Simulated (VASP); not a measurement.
# K (P6_3/mmc) in VASP: further runs

The runs below take K through single point, with LDA, PBEsol, r2SCAN+rVV10, r2SCAN+D4.

Program: VASP 6.6.1. These are calculated values, not measurements. Logs are shortened: lines on timing, memory, paths and dates and some standing lists are left out, and cuts for length are marked.

**1. The cell of the first run**

The structure is hexagonal, space group P6_3/mmc (No. 194). The conventional cell has a = 4.472 Å, b = 4.472 Å, c = 7.414 Å, α = 90.00°, β = 90.00°, γ = 120.00°. K (site symmetry -6m2) has 12 K at 4.47 to 4.52 Å within 5.9 Å.

This isn't the form of K at room conditions, which is bcc.

**2. Single point, LDA**

The input, INCAR:

```
  ALGO = Normal
  EDIFF = 1E-7
  ENCUT = 520
  ISIF = 2
  ISMEAR = -1
  LASPH = T
  LCHARG = T
  LELF = T
  LREAL = F
  LVHAR = T
  LWAVE = F
  NBANDS = 16
  NELM = 100
  PREC = Accurate
  SIGMA = 0.1
```

The input, KPOINTS:

```
k-points
0
Gamma
  7 7 4
```

The input, POSCAR:

```
K
1.0
    4.4722615004      0.0000000000      0.0000000000
   -2.2361307502      3.8730920717      0.0000000000
    0.0000000000      0.0000000000      7.4140677300
K
2
Direct
    0.3333333333      0.6666666667      0.2500000000
    0.6666666667      0.3333333333      0.7500000000
```

Potentials or basis: VASP PAW LDA potentials, release 64 (K_sv).

Command:

```
$ cat potpaw_LDA.64/K_sv/POTCAR > POTCAR
$ mpirun -np 1 vasp_std > vasp.out
```

OUTCAR:

```text
EDIFF = 1E-7
   ENCUT = 520
   ISIF = 2
   ISMEAR = -1
   LASPH = T
   LREAL = F
   NELM = 100
   PREC = Accurate

 ion  position               nearest neighbor table
   1  0.333  0.667  0.250-
   2  0.667  0.333  0.750-

  LATTYP: Found a hexagonal cell.
 ALAT       =     4.4722615004
 C/A-ratio  =     1.6577894046

  Lattice vectors:

 A1 = (   4.4722615004,   0.0000000000,   0.0000000000)
 A2 = (  -2.2361307502,   3.8730920717,   0.0000000000)
 A3 = (   0.0000000000,   0.0000000000,   7.4140677300)

Analysis of symmetry for initial positions (statically):
=====================================================================
 Subroutine PRICEL returns:
 Original cell was already a primitive cell.

 Routine SETGRP: Setting up the symmetry group for a
 hexagonal supercell.

 Subroutine GETGRP returns: Found 24 space group operations
 (whereof 12 operations were pure point group operations)
 out of a pool of 24 trial point group operations.

The static configuration has the point symmetry D_3d.
 The point group associated with its full space group is D_6h.

Analysis of symmetry for dynamics (positions and initial velocities):
=====================================================================
 Subroutine PRICEL returns:
 Original cell was already a primitive cell.

 Routine SETGRP: Setting up the symmetry group for a
 hexagonal supercell.

 Subroutine GETGRP returns: Found 24 space group operations
 (whereof 12 operations were pure point group operations)
 out of a pool of 24 trial point group operations.

The dynamic configuration has the point symmetry D_3d.
 The point group associated with its full space group is D_6h.

 Subroutine INISYM returns: Found 24 space group operations
 (whereof 12 operations are pure point group operations),
 and found     1 'primitive' translations

----------------------------------------------------------------------------------------

                                     Primitive cell

  volume of cell :     128.4226

  direct lattice vectors                    reciprocal lattice vectors
     4.472261500  0.000000000  0.000000000     0.223600521  0.129095821  0.000000000
    -2.236130750  3.873092072  0.000000000     0.000000000  0.258191642  0.000000000
     0.000000000  0.000000000  7.414067730     0.000000000  0.000000000  0.134878725

  length of vectors
     4.472261500  4.472261500  7.414067730     0.258191642  0.258191642  0.134878725

  position of ions in fractional coordinates (direct lattice)
     0.333333333  0.666666667  0.250000000
     0.666666667  0.333333333  0.750000000

  ion indices of the primitive-cell ions
   primitive index   ion index
                 1           1
                 2           2

----------------------------------------------------------------------------------------

 KPOINTS: k-points

Automatic generation of k-mesh.
 Grid dimensions read from file:
 generate k-points for:    7    7    4

 Generating k-lattice:

  Cartesian coordinates                     Fractional coordinates (reciprocal lattice)
     0.031942932  0.018442260  0.000000000     0.142857143  0.000000000  0.000000000
     0.000000000  0.036884520  0.000000000     0.000000000  0.142857143  0.000000000
     0.000000000  0.000000000  0.033719681     0.000000000  0.000000000  0.250000000

  Length of vectors
     0.036884520  0.036884520  0.033719681

  Shift w.r.t. Gamma in fractional coordinates (k-lattice)
     0.000000000  0.000000000  0.000000000

 Subroutine IBZKPT returns following result:
 ===========================================

 Found     24 irreducible k-points:

 Following reciprocal coordinates:
            Coordinates               Weight
  0.000000  0.000000  0.000000      1.000000
  0.142857 -0.000000  0.000000      6.000000
  0.285714  0.000000  0.000000      6.000000
  0.428571  0.000000  0.000000      6.000000
  0.142857  0.142857  0.000000      6.000000
  0.285714  0.142857  0.000000     12.000000
[... 16 lines left out ...]
  0.428571  0.142857  0.500000      6.000000
  0.285714  0.285714  0.500000      6.000000
   k-points           NKPTS =     24   k-points in BZ     NKDIM =     24   number of bands    NBANDS=     16
   number of dos      NEDOS =    301   number of ions     NIONS =      2
   total plane-waves  NPLWV =  72576
   dimension x,y,z NGX =    36 NGY =   36 NGZ =   56
   dimension x,y,z NGXF=    72 NGYF=   72 NGZF=  112
   ions per type =               2
   NGX,Y,Z   is equivalent  to a cutoff of  13.38, 13.38, 12.56 a.u.
   NGXF,Y,Z  is equivalent  to a cutoff of  26.76, 26.76, 25.11 a.u.
 SYSTEM =  unknown system
   PREC   = accura    normal or accurate (medium, high low for compatibility)
   ISTART =      0    job   : 0-new  1-cont  2-samecut
   ICHARG =      2    charge: 1-file 2-atom 10-const
   ISPIN  =      1    spin polarized calculation?
   LNONCOLLINEAR =      F non collinear calculations
   LSORBIT =      F    spin-orbit coupling
   LASPH  =      T    aspherical Exc in radial PAW
   ENCUT  =  520.0 eV  38.22 Ry    6.18 a.u.   8.32  8.32 13.79*2*pi/ulx,y,z
   NELM   =    100;   NELMIN=  2; NELMDL= -5     # of ELM steps
   EDIFF  = 0.1E-06   stopping-criterion for ELM
   LREAL  =      F    real-space projection
   EDIFFG = 0.1E-05   stopping-criterion for IOM
   NSW    =      0    number of steps for IOM
   IBRION =     -1    ionic relax: 0-MD 1-quasi-New 2-CG
   NFREE  =      0    steps in history (QN), initial steepest desc. (CG)
   ISIF   =      2    stress and relaxation
   ISYM   =      2    0-nonsym 1-usesym 2-fastsym
   POTIM  = 0.5000    time-step for ionic-motion
   TEBEG  =    0.0;   TEEND  =   0.0 temperature during run
   PSTRESS=    0.0 pullay stress
   NELECT =      18.0000    total number of electrons
   NUPDOWN=      -1.0000    fix difference up-down
   EMIN   =  10.00;   EMAX   =-10.00  energy-range for DOS
   EFERMI =   0.00;   METHOD = LEGACY
   ISMEAR =    -1;   SIGMA  =   0.10  broadening in eV -4-tet -1-fermi 0-gaus
   EFERMI_NEDOS =   21; number of points for ismear=-14 and -15
   IALGO  =     38    algorithm
   IMIX   =      4    mixing-type and parameters
     AMIX     =   0.40;   BMIX     =  1.00
     AMIX_MAG =   1.60;   BMIX_MAG =  1.00
  volume/ion in A,a.u.               =      64.21       433.32
  Fermi-wavevector in a.u.,A,eV,Ry     =   0.850391  1.607005  9.839247  0.723164
  Thomas-Fermi vector in A             =   1.966360
   LORBIT       =      0    0 simple, 1 ext, 2 COOP (PROOUT), +10 PAW based schemes
   GGA     = CA    functional components
   LHFCALC =     F    Hartree Fock is set to
   AEXX    =    0.0000 exact exchange contribution
   IVDW    =     0    specifies the selected vdW correction
   LEPSILON=     F    determine dielectric tensor
   LRPA    =     F    only Hartree local field effects (RPA)
 non-spin polarized calculation
  energy-cutoff  :      520.00
  volume of cell :      128.42
 maximum number of plane-waves:      3480
 NGX is ok and might be reduce to    36
   NGX = 17   NGY = 17   NGZ = 27

 number of electron      17.9999999 magnetization

 Free energy of the ion-electron system (eV)
  ---------------------------------------------------
  ext. energy  EPLUGINS =         0.00000000
  ---------------------------------------------------
  free energy    TOTEN  =        -2.35986271 eV

  energy without entropy =       -2.31484967  energy(sigma->0) =       -2.33735619

 E-fermi :  -0.0003     XC(G=0):  -6.2293

 val. band max:       -0.0907140410   @ k =   0.1429   0.1429   0.2500
 cond. band min:       0.0919325250   @ k =   0.2857   0.0000   0.2500
 fundamental gap:      0.1826465660
 Fermi energy:        -0.0002952452

 k-point     1 :       0.0000    0.0000    0.0000
  band No.  band energies     occupation
      1     -31.7385      2.00000
      2     -31.7313      2.00000
      3     -15.5148      2.00000
      4     -15.4205      2.00000
      5     -15.4205      2.00000
      6     -15.4068      2.00000
[... 8 lines left out ...]
     15       4.5205      0.00000
     16       4.5205      0.00000

 k-point     2 :       0.1429   -0.0000    0.0000
  band No.  band energies     occupation
      1     -31.7371      2.00000
      2     -31.7306      2.00000
      3     -15.5076      2.00000
      4     -15.4374      2.00000
      5     -15.4256      2.00000
      6     -15.4239      2.00000
[... 8 lines left out ...]
     15       4.4416      0.00000
     16       4.4935      0.00000

 k-point     3 :       0.2857    0.0000    0.0000
  band No.  band energies     occupation
      1     -31.7340      2.00000
      2     -31.7292      2.00000
      3     -15.4893      2.00000
      4     -15.4757      2.00000
      5     -15.4614      2.00000
      6     -15.4367      2.00000
[... 8 lines left out ...]
     15       4.3274      0.00000
     16       4.7329      0.00000

 k-point     4 :       0.4286    0.0000    0.0000
  band No.  band energies     occupation
      1     -31.7311      2.00000
      2     -31.7283      2.00000
      3     -15.5067      2.00000
      4     -15.4904      2.00000
      5     -15.4695      2.00000
      6     -15.4453      2.00000
[... 8 lines left out ...]
     15       4.0717      0.00000
     16       5.2794      0.00000
[... 324 lines left out ...]
 k-point    22 :       0.2857    0.1429    0.5000
  band No.  band energies     occupation
      1     -31.7301      2.00000
      2     -31.7301      2.00000
      3     -15.4984      2.00000
      4     -15.4984      2.00000
      5     -15.4458      2.00000
      6     -15.4458      2.00000
[... 8 lines left out ...]
     15       4.2508      0.00000
     16       4.2508      0.00000

 k-point    23 :       0.4286    0.1429    0.5000
  band No.  band energies     occupation
      1     -31.7292      2.00000
      2     -31.7292      2.00000
      3     -15.5096      2.00000
      4     -15.5096      2.00000
      5     -15.4510      2.00000
      6     -15.4510      2.00000
[... 8 lines left out ...]
     15       4.3131      0.00000
     16       4.3131      0.00000

 k-point    24 :       0.2857    0.2857    0.5000
  band No.  band energies     occupation
      1     -31.7290      2.00000
      2     -31.7290      2.00000
      3     -15.4988      2.00000
      4     -15.4988      2.00000
      5     -15.4675      2.00000
      6     -15.4675      2.00000
[... 8 lines left out ...]
     15       4.3474      0.00000
     16       4.3474      0.00000

------------------------ aborting loop because EDIFF is reached ----------------------------------------

  FORCE on cell =-STRESS in cart. coord.  units (eV):
  Direction    XX          YY          ZZ          XY          YZ          ZX
  --------------------------------------------------------------------------------------
  -------------------------------------------------------------------------------------
  Total       -0.0027720     -0.0027720      0.0029946      0.0000000     -0.0000000      0.0000000
  in kB       -0.0345830     -0.0345830      0.0373596      0.0000000     -0.0000000      0.0000000
  external PRESSURE =      -0.0106021 kB  Pullay stress =       0.0000000 kB

 VOLUME and BASIS-vectors are now :
 -----------------------------------------------------------------------------
  energy-cutoff  :      520.00
  volume of cell :      128.42
      direct lattice vectors                 reciprocal lattice vectors
     4.472261500  0.000000000  0.000000000     0.223600521  0.129095821  0.000000000
    -2.236130750  3.873092072  0.000000000     0.000000000  0.258191642  0.000000000
     0.000000000  0.000000000  7.414067730     0.000000000  0.000000000  0.134878725

 POSITION                                       TOTAL-FORCE (eV/Angst)
 -----------------------------------------------------------------------------------
     -0.00000      2.58206      1.85352         0.000000      0.000000      0.000000
      2.23613      1.29103      5.56055        -0.000000     -0.000000     -0.000000
 -----------------------------------------------------------------------------------
    total drift:                               -0.000000      0.000000     -0.000000

  FREE ENERGIE OF THE ION-ELECTRON SYSTEM (eV)
  ---------------------------------------------------
  free  energy   TOTEN  =        -2.3598627109 eV

  energy  without entropy=       -2.3148496678  energy(sigma->0) =       -2.33735619
```

It took 30 s on 1 thread of Intel Xeon 6975P-C (Granite Rapids), shared host; peak memory 0.2 GiB.

What came out:

```yaml
Free_energy: -2.3599 eV
Pressure: 0.0 GPa
Band_gap_on_the_k_mesh: zero (bands 9 and 10 overlap by 2.34 eV)
```

Levels at points of the mesh, in eV from the Fermi level:
```csv
k point,band 5,band 6,band 7,band 8,band 9,band 10,band 11,band 12,band 13,band 14
"(0.00, 0.00, 0.00)",-15.42,-15.41,-15.41,-15.41,-2.37,0.22,0.61,4.09,4.12,4.12
"(0.00, 0.00, 0.50)",-15.41,-15.41,-15.41,-15.41,-1.59,-1.59,2.73,2.73,4.16,4.16
```

**3. Single point, PBEsol**

This run uses another cell than the first one, of 71.30 Å³/atom.

The input, INCAR:

```
SYSTEM = K
ALGO = Normal
EDIFF = 1E-6
ENCUT = 520
GGA = PS
ISIF = 2
ISMEAR = -1
LASPH = .TRUE.
LCHARG = .FALSE.
LREAL = .FALSE.
LWAVE = .FALSE.
NBANDS = 16
NELM = 100
PREC = Accurate
SIGMA = 0.1
```

The input, KPOINTS:

```
k-points
0
G
  7 7 4
  0 0 0
```

The input, POSCAR:

```
K
1.0
    4.6318068019      0.0000000000      0.0000000000
   -2.3159034010      4.0112623559      0.0000000000
    0.0000000000      0.0000000000      7.6746413219
K
2
Direct
    0.3333333333      0.6666666667      0.2500000000
    0.6666666667      0.3333333333      0.7500000000
```

Potentials or basis: VASP PAW PBE potentials, release 64 (K_sv).

Command:

```
$ cat potpaw_PBE.64/K_sv/POTCAR > POTCAR
$ mpirun -np 1 vasp_std > vasp.out
```

OUTCAR:

```text
SYSTEM = K
   EDIFF = 1E-6
   ENCUT = 520
   GGA = PS
   ISIF = 2
   ISMEAR = -1
   LASPH = .TRUE.
   LREAL = .FALSE.
   NELM = 100
   PREC = Accurate

 ion  position               nearest neighbor table
   1  0.333  0.667  0.250-
   2  0.667  0.333  0.750-

  LATTYP: Found a hexagonal cell.
 ALAT       =     4.6318068019
 C/A-ratio  =     1.6569433161

  Lattice vectors:

 A1 = (   4.6318068019,   0.0000000000,   0.0000000000)
[... 640 lines left out ...]

------------------------ aborting loop because EDIFF is reached ----------------------------------------

  FORCE on cell =-STRESS in cart. coord.  units (eV):
  Direction    XX          YY          ZZ          XY          YZ          ZX
  --------------------------------------------------------------------------------------
  -------------------------------------------------------------------------------------
  Total       -0.0174889     -0.0174889     -0.0123669      0.0000000     -0.0000000      0.0000000
  in kB       -0.1965091     -0.1965091     -0.1389569      0.0000000     -0.0000000      0.0000000
  external PRESSURE =      -0.1773251 kB  Pullay stress =       0.0000000 kB

 VOLUME and BASIS-vectors are now :
 -----------------------------------------------------------------------------
  energy-cutoff  :      520.00
  volume of cell :      142.59
      direct lattice vectors                 reciprocal lattice vectors
     4.631806802  0.000000000  0.000000000     0.215898470  0.124649040  0.000000000
    -2.315903401  4.011262356  0.000000000     0.000000000  0.249298079  0.000000000
     0.000000000  0.000000000  7.674641322     0.000000000  0.000000000  0.130299249

 POSITION                                       TOTAL-FORCE (eV/Angst)
 -----------------------------------------------------------------------------------
     -0.00000      2.67417      1.91866        -0.000000      0.000000      0.000000
      2.31590      1.33709      5.75598         0.000000     -0.000000     -0.000000
 -----------------------------------------------------------------------------------
    total drift:                               -0.000000      0.000000     -0.000000

  FREE ENERGIE OF THE ION-ELECTRON SYSTEM (eV)
  ---------------------------------------------------
  free  energy   TOTEN  =        -2.2968742771 eV

  energy  without entropy=       -2.2499543735  energy(sigma->0) =       -2.27341433
```

It took 33 s on 1 thread of Intel Xeon 6975P-C (Granite Rapids), shared host; peak memory 0.24 GiB.

Results:

```yaml
Free_energy: -2.2969 eV
Pressure: 0.0 GPa
Band_gap_on_the_k_mesh: zero (bands 9 and 10 overlap by 2.26 eV)
```

Levels at points of the mesh, in eV from the Fermi level:
| k point | band 7 | band 8 | band 9 | band 10 | band 11 | band 12 |
| --- | --- | --- | --- | --- | --- | --- |
| (0.00, 0.00, 0.00) | -15.48 | -15.48 | -2.20 | 0.28 | 0.52 | 4.13 |
| (0.00, 0.00, 0.50) | -15.48 | -15.48 | -1.49 | -1.49 | 2.71 | 2.71 |

Caveat: the PAW data sets were made with another functional, which shifts forces and pressure a little.

**4. Single point, r2SCAN+rVV10**

This run uses another cell than the first one, of 75.06 Å³/atom.

The input, POSCAR:

```
K
1.0
    4.7087871861      0.0000000000      0.0000000000
   -2.3543935931      4.0779293242      0.0000000000
    0.0000000000      0.0000000000      7.8179256733
K
2
Direct
    0.3333333333      0.6666666667      0.2500000000
    0.6666666667      0.3333333333      0.7500000000
```

The input, INCAR.step1:

```
PREC = Accurate
ENCUT = 520
ISMEAR = -1
SIGMA = 0.1
LREAL = F
LASPH = T
NELM = 60
NBANDS = 16
GGA = PE
ALGO = Normal
EDIFF = 1E-4
LWAVE = T
LCHARG = F
```

The input, INCAR.step2:

```
PREC = Accurate
ENCUT = 520
EDIFF = 1E-6
ISMEAR = -1
SIGMA = 0.1
LREAL = F
LASPH = T
NELM = 60
ALGO = Normal
ISIF = 2
LWAVE = F
LCHARG = F
METAGGA = R2SCAN
LMIXTAU = T
LUSE_VDW = T
IVDW_NL = 2
BPARAM = 11.95
CPARAM = 0.0093
NBANDS = 16
ISTART = 1
```

The input, KPOINTS:

```
Automatic mesh
0
Gamma
  7 7 4
```

Command:

```
$ cat potpaw_PBE.64/K_sv/POTCAR > POTCAR
$ cp INCAR.step1 INCAR
$ mpirun -np 1 vasp_std > vasp.out
$ cp INCAR.step2 INCAR
$ mpirun -np 1 vasp_std > vasp.out
```

It took 3.7 min on 1 thread of Intel Xeon 6975P-C (Granite Rapids), shared host; peak memory 0.57 GiB.

Results (log left out):

- Free energy: -11.4392 eV
- Pressure: 0.0 GPa
- Band gap on the k mesh: zero (bands 9 and 10 overlap by 2.38 eV)

Levels at points of the mesh, in eV from the Fermi level:
```csv
k point,band 5,band 6,band 7,band 8,band 9,band 10,band 11,band 12,band 13,band 14
"(0.00, 0.00, 0.00)",-16.29,-16.28,-16.28,-16.28,-2.28,0.41,0.42,4.52,4.54,4.54
"(0.00, 0.00, 0.50)",-16.29,-16.29,-16.29,-16.29,-1.54,-1.54,2.92,2.92,4.59,4.59
```

Caveat: the PAW data sets were made with another functional, which shifts forces and pressure a little.

[end of part 1 of 2]
